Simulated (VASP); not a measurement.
Set up this calculation in VASP 6.6.1, as the native input.

- Task: single point
- Functional: LDA
- Potentials or basis: VASP PAW LDA potentials, release 64 (Tl_d)
- Cutoff: 520 eV
- k mesh: 16 × 16 × 16
- Occupations: gaussian, width 0.15 eV
- Spin: no spin polarisation
- Dipole correction: no
- Further INCAR settings: ALGO = Fast; EDIFF = 1e-06; NBANDS = 12

The structure of Tl lies in POSCAR:

```
Tl
1.0
    0.0000000000      2.5896582946      2.5279997638
    2.5896582946      0.0000000000      2.5279997638
    2.5896582946      2.5896582946      0.0000000000
Tl
1
Direct
    0.0000000000      0.0000000000      0.0000000000
```

This cell differs from its parent crystal: strain +0.050 along x and y, +0.025 along z.

These files were run (other wordings do the same):

INCAR

```
SYSTEM = Tl
  PREC = Accurate
  ENCUT = 520
  EDIFF = 1E-6
  ISMEAR = 0
  SIGMA = 0.15
  LREAL = .False.
  LASPH = .True.
  NELM = 80
  ALGO = Fast
  ISIF = 2
  LWAVE = .False.
  LCHARG = .False.
  GGA = CA
  NBANDS = 12
```

KPOINTS

```
regular mesh
0
Gamma
  16 16 16
  0 0 0
```

Potentials or basis: VASP PAW LDA potentials, release 64 (Tl_d).

Launch:

```bash
$ cat potpaw_LDA.64/Tl_d/POTCAR > POTCAR
$ mpirun -np 1 vasp_std > vasp.out
```

Results of the run:

The pressure is -5.3 GPa.

Caveat: the cell differs from its parent crystal (strain +0.050 along x and y, +0.025 along z).

Run time: 99 s on 1 thread of AMD EPYC 7R43 64-Core Processor (Zen 3), on a shared host, peak memory 0.21 GiB.
